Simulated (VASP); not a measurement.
# Li in VASP: further runs, part 2 of 2

VASP 6.6.1.

## 3. Single point, PBE

This run uses another cell than the first one: it holds 27 atoms, not 26.

Input file INCAR:

```
SYSTEM = Li
PREC = Accurate
ENCUT = 520
EDIFF = 1E-7
ISMEAR = 0
SIGMA = 0.1
LREAL = Auto
LASPH = .True.
NELM = 100
ALGO = Normal
ISIF = 2
LWAVE = .False.
LCHARG = .False.
LDIPOL = .True.
IDIPOL = 3
DIPOL = 0.5 0.5 0.240
GGA = PE
NBANDS = 60
```

Input file KPOINTS:

```
regular mesh
0
Gamma
  2 10 1
  0 0 0
```

Input file POSCAR:

```
Li
1.0
   20.5896912139      0.0000000000      0.0000000000
    0.0000000000      3.4316152023      0.0000000000
    0.0000000000      0.0000000000     18.8632304046
Li
27
Direct
    0.0000000000      0.0000000000      0.0795197836
    0.0833333333      0.5000000000      0.1704802164
    0.1666666667      0.0000000000      0.0795197836
    0.2500000000      0.5000000000      0.1704802164
    0.3333333333      0.0000000000      0.0795197836
    0.4166666667      0.5000000000      0.1704802164
    0.5000000000      0.0000000000      0.0795197836
    0.5833333333      0.5000000000      0.1704802164
    0.6666666667      0.0000000000      0.0795197836
    0.7500000000      0.5000000000      0.1704802164
    0.8333333333      0.0000000000      0.0795197836
    0.9166666667      0.5000000000      0.1704802164
   -0.0034382734      0.0000000000      0.2646257759
    0.0873401060      0.5000000000      0.3449068116
    0.1666666667      0.0000000000      0.2535625301
    0.2459932273      0.5000000000      0.3449068116
    0.3367716067      0.0000000000      0.2646257759
    0.4233371902      0.5000000000      0.3544531973
    0.5025820510      0.0000000000      0.2575412320
    0.5844560571      0.5000000000      0.3558142906
    0.6666666667      0.0000000000      0.2591667959
    0.7488772763      0.5000000000      0.3558142906
    0.8307512823      0.0000000000      0.2575412320
    0.9099961431      0.5000000000      0.3544531973
    0.0113091880      0.0000000000      0.4385798858
    0.1666666667      0.0000000000      0.4438063698
    0.3220241453      0.0000000000      0.4385798858
```

Potentials or basis: VASP PAW PBE potentials, release 64 (Li_sv).

On the command line:

```
$ cat potpaw_PBE.64/Li_sv/POTCAR > POTCAR
$ mpirun -np 1 vasp_std > vasp.out
```

OUTCAR:

```text
SYSTEM = Li
   PREC = Accurate
   ENCUT = 520
   EDIFF = 1E-7
   ISMEAR = 0
   LREAL = Auto
   LASPH = .True.
   NELM = 100
   ISIF = 2
   GGA = PE

 ion  position               nearest neighbor table
   1  0.000  0.000  0.080-
   2  0.083  0.500  0.170-
   3  0.167  0.000  0.080-
   4  0.250  0.500  0.170-
   5  0.333  0.000  0.080-
   6  0.417  0.500  0.170-
[... 19 lines left out ...]
  26  0.167  0.000  0.444-
  27  0.322  0.000  0.439-

  LATTYP: Found a simple orthorhombic cell.
 ALAT       =     3.4316152023
 B/A-ratio  =     5.4968955703
 C/A-ratio  =     6.0000000000

  Lattice vectors:

 A1 = (   0.0000000000,   3.4316152023,   0.0000000000)
 A2 = (   0.0000000000,   0.0000000000,  18.8632304046)
 A3 = (  20.5896912139,   0.0000000000,   0.0000000000)

Analysis of symmetry for initial positions (statically):
=====================================================================
 Subroutine PRICEL returns:
 Original cell was already a primitive cell.

 Routine SETGRP: Setting up the symmetry group for a
 simple orthorhombic supercell.

 Subroutine GETGRP returns: Found  4 space group operations
 (whereof  2 operations were pure point group operations)
 out of a pool of  8 trial point group operations.

The static configuration has the point symmetry C_1h.
 The point group associated with its full space group is C_2v.

Analysis of symmetry for dynamics (positions and initial velocities):
=====================================================================
 Subroutine PRICEL returns:
 Original cell was already a primitive cell.

 Routine SETGRP: Setting up the symmetry group for a
 simple orthorhombic supercell.

 Subroutine GETGRP returns: Found  4 space group operations
 (whereof  2 operations were pure point group operations)
 out of a pool of  8 trial point group operations.

The dynamic configuration has the point symmetry C_1h.
 The point group associated with its full space group is C_2v.

 Subroutine INISYM returns: Found  4 space group operations
 (whereof  2 operations are pure point group operations),
 and found     1 'primitive' translations

----------------------------------------------------------------------------------------

                                     Primitive cell

  volume of cell :    1332.7985

  direct lattice vectors                    reciprocal lattice vectors
    20.589691214  0.000000000  0.000000000     0.048567994  0.000000000  0.000000000
     0.000000000  3.431615202  0.000000000     0.000000000  0.291407964  0.000000000
     0.000000000  0.000000000 18.863230405     0.000000000  0.000000000  0.053013189

  length of vectors
    20.589691214  3.431615202 18.863230405     0.048567994  0.291407964  0.053013189

  position of ions in fractional coordinates (direct lattice)
     0.000000000  0.000000000  0.079519784
     0.083333333  0.500000000  0.170480216
     0.166666667  0.000000000  0.079519784
     0.250000000  0.500000000  0.170480216
     0.333333333  0.000000000  0.079519784
     0.416666667  0.500000000  0.170480216
[... 19 lines left out ...]
     0.166666667  0.000000000  0.443806370
     0.322024145  0.000000000  0.438579886
[... 71 lines left out ...]
   k-points           NKPTS =     12   k-points in BZ     NKDIM =     12   number of bands    NBANDS=     60
   number of dos      NEDOS =    301   number of ions     NIONS =     27
   total plane-waves  NPLWV = 627200
   dimension x,y,z NGX =   160 NGY =   28 NGZ =  140
   dimension x,y,z NGXF=   320 NGYF=   56 NGZF=  280
   ions per type =              27
   NGX,Y,Z   is equivalent  to a cutoff of  12.92, 13.56, 12.34 a.u.
   NGXF,Y,Z  is equivalent  to a cutoff of  25.84, 27.13, 24.68 a.u.
 SYSTEM =  Li
   PREC   = accura    normal or accurate (medium, high low for compatibility)
   ISTART =      0    job   : 0-new  1-cont  2-samecut
   ICHARG =      2    charge: 1-file 2-atom 10-const
   ISPIN  =      1    spin polarized calculation?
   LNONCOLLINEAR =      F non collinear calculations
   LSORBIT =      F    spin-orbit coupling
   LASPH  =      T    aspherical Exc in radial PAW
   ENCUT  =  520.0 eV  38.22 Ry    6.18 a.u.  38.28  6.38 35.07*2*pi/ulx,y,z
   NELM   =    100;   NELMIN=  2; NELMDL= -5     # of ELM steps
   EDIFF  = 0.1E-06   stopping-criterion for ELM
   LREAL  =      T    real-space projection
   EDIFFG = 0.1E-05   stopping-criterion for IOM
   NSW    =      0    number of steps for IOM
   IBRION =     -1    ionic relax: 0-MD 1-quasi-New 2-CG
   NFREE  =      0    steps in history (QN), initial steepest desc. (CG)
   ISIF   =      2    stress and relaxation
   ISYM   =      2    0-nonsym 1-usesym 2-fastsym
   POTIM  = 0.5000    time-step for ionic-motion
   TEBEG  =    0.0;   TEEND  =   0.0 temperature during run
   PSTRESS=    0.0 pullay stress
   NELECT =      81.0000    total number of electrons
   NUPDOWN=      -1.0000    fix difference up-down
   EMIN   =  10.00;   EMAX   =-10.00  energy-range for DOS
   EFERMI =   0.00;   METHOD = LEGACY
   ISMEAR =     0;   SIGMA  =   0.10  broadening in eV -4-tet -1-fermi 0-gaus
   EFERMI_NEDOS =   21; number of points for ismear=-14 and -15
   IALGO  =     38    algorithm
   IMIX   =      4    mixing-type and parameters
     AMIX     =   0.40;   BMIX     =  1.00
     AMIX_MAG =   1.60;   BMIX_MAG =  1.00
  volume/ion in A,a.u.               =      49.36       333.12
  Fermi-wavevector in a.u.,A,eV,Ry     =   0.643648  1.216318  5.636657  0.414283
  Thomas-Fermi vector in A             =   1.710717
   LORBIT       =      0    0 simple, 1 ext, 2 COOP (PROOUT), +10 PAW based schemes
   GGA     = PE    functional components
   LHFCALC =     F    Hartree Fock is set to
   AEXX    =    0.0000 exact exchange contribution
   IVDW    =     0    specifies the selected vdW correction
   LEPSILON=     F    determine dielectric tensor
   LRPA    =     F    only Hartree local field effects (RPA)
 non-spin polarized calculation
 Gauss-broadening in eV      SIGMA  =   0.10
  energy-cutoff  :      520.00
  volume of cell :     1332.80
 maximum number of plane-waves:     36003
 NGX is ok and might be reduce to   160

 dipolmoment           0.000000      0.000000      0.048464 electrons x Angstroem

 number of electron      80.9999971 magnetization

 dipolmoment           0.000000      0.000000     -0.017553 electrons x Angstroem

 Free energy of the ion-electron system (eV)
  ---------------------------------------------------
  ext. energy  EPLUGINS =         0.00000000
  ---------------------------------------------------
  free energy    TOTEN  =       -47.18704619 eV

  energy without entropy =      -47.10840709  energy(sigma->0) =      -47.14772664

 E-fermi :  -1.3419     XC(G=0):  -3.8482

 val. band max:       -1.3499150320   @ k =   0.0000   0.0000   0.0000
 cond. band min:      -1.3415273565   @ k =   0.0000   0.5000   0.0000
 fundamental gap:      0.0083876755
 Fermi energy:        -1.3419016839

 k-point     1 :       0.0000    0.0000    0.0000
  band No.  band energies     occupation
      1     -48.7373      2.00000
      2     -48.7372      2.00000
      3     -48.6639      2.00000
      4     -48.6630      2.00000
      5     -48.6438      2.00000
      6     -48.6437      2.00000
[... 649 lines left out ...]
     51       0.0315      0.00000
     52       0.2830      0.00000
 [bands above 52 left out]

------------------------ aborting loop because EDIFF is reached ----------------------------------------

 vacuum level on the upper side and lower side of the slab       (xc-potential included)        -0.420        -0.354

  FORCE on cell =-STRESS in cart. coord.  units (eV):
  Direction    XX          YY          ZZ          XY          YZ          ZX
  --------------------------------------------------------------------------------------
  -------------------------------------------------------------------------------------
  Total       -2.7626418     -4.5674826      0.2827082      0.0000000      0.0000000      0.0000000
  in kB       -3.3210138     -5.4906403      0.3398478      0.0000000      0.0000000      0.0000000
  external PRESSURE =      -2.8239354 kB  Pullay stress =       0.0000000 kB

 VOLUME and BASIS-vectors are now :
 -----------------------------------------------------------------------------
  energy-cutoff  :      520.00
  volume of cell :     1332.80
      direct lattice vectors                 reciprocal lattice vectors
    20.589691214  0.000000000  0.000000000     0.048567994  0.000000000  0.000000000
     0.000000000  3.431615202  0.000000000     0.000000000  0.291407964  0.000000000
     0.000000000  0.000000000 18.863230405     0.000000000  0.000000000  0.053013189

 POSITION                                       TOTAL-FORCE (eV/Angst)
 -----------------------------------------------------------------------------------
      0.00000      0.00000      1.50000        -0.009982      0.000000     -0.053434
      1.71581      1.71581      3.21581        -0.090344      0.000000      0.069162
      3.43162      0.00000      1.50000        -0.000000      0.000000     -0.047114
      5.14742      1.71581      3.21581         0.090344      0.000000      0.069162
      6.86323      0.00000      1.50000         0.009982      0.000000     -0.053434
      8.57904      1.71581      3.21581         0.001869      0.000000      0.071026
[... 19 lines left out ...]
      3.43162      0.00000      8.37162        -0.000000      0.000000      0.009583
      6.63038      0.00000      8.27303         0.000916      0.000000      0.001798
 -----------------------------------------------------------------------------------
    total drift:                                0.000166      0.000000      0.006382

  FREE ENERGIE OF THE ION-ELECTRON SYSTEM (eV)
  ---------------------------------------------------
  free  energy   TOTEN  =       -47.1870461873 eV

  energy  without entropy=      -47.1084070924  energy(sigma->0) =      -47.14772664

 vacuum level on the upper side and lower side of the slab         1.212         1.281
```

Run time: 30 min. Hardware: 1 thread of Intel Xeon 6975P-C (Granite Rapids), shared host; peak memory 1.4 GiB.

What came out:

| Item | Value |
| --- | --- |
| Free energy | -47.1870 eV |
| Largest force | 0.114 eV/Å |

Forces in eV/Å, atoms in the order of the input:
```
Li  -0.010  0.000 -0.053
Li  -0.090  0.000  0.069
Li   0.000  0.000 -0.047
Li   0.090  0.000  0.069
Li   0.010  0.000 -0.053
Li   0.002  0.000  0.071
Li   0.005  0.000 -0.072
Li   0.020  0.000  0.037
Li   0.000  0.000 -0.070
Li  -0.020  0.000  0.037
Li  -0.005  0.000 -0.072
Li  -0.002  0.000  0.071
Li  -0.005  0.000 -0.005
Li   0.003  0.000 -0.003
Li   0.000  0.000  0.008
Li  -0.003  0.000 -0.003
Li   0.005  0.000 -0.005
Li   0.002  0.000  0.003
Li  -0.003  0.000 -0.001
Li  -0.001  0.000  0.003
Li   0.000  0.000  0.001
Li   0.001  0.000  0.003
Li   0.003  0.000 -0.001
Li  -0.002  0.000  0.003
Li  -0.001  0.000  0.002
Li   0.000  0.000  0.010
Li   0.001  0.000  0.002
```

Levels at points of the mesh, in eV from the Fermi level:
```csv
k point,band 38,band 39,band 40,band 41,band 42,band 43
"(0.00, 0.00, 0.00)",-1.28,-0.91,-0.90,-0.80,-0.61,-0.26
"(0.50, 0.00, 0.00)",-1.28,-0.95,-0.86,-0.68,-0.40,-0.36
"(0.00, 0.50, 0.00)",0.00,0.00,0.16,0.17,0.20,0.27
"(0.50, 0.50, 0.00)",0.00,0.09,0.30,0.30,0.36,0.37
```

Caveat: the cutoff is under 1.25 times the usual one of these potentials, so pressure, stress and relaxed cells hold a basis-set (Pulay) error.
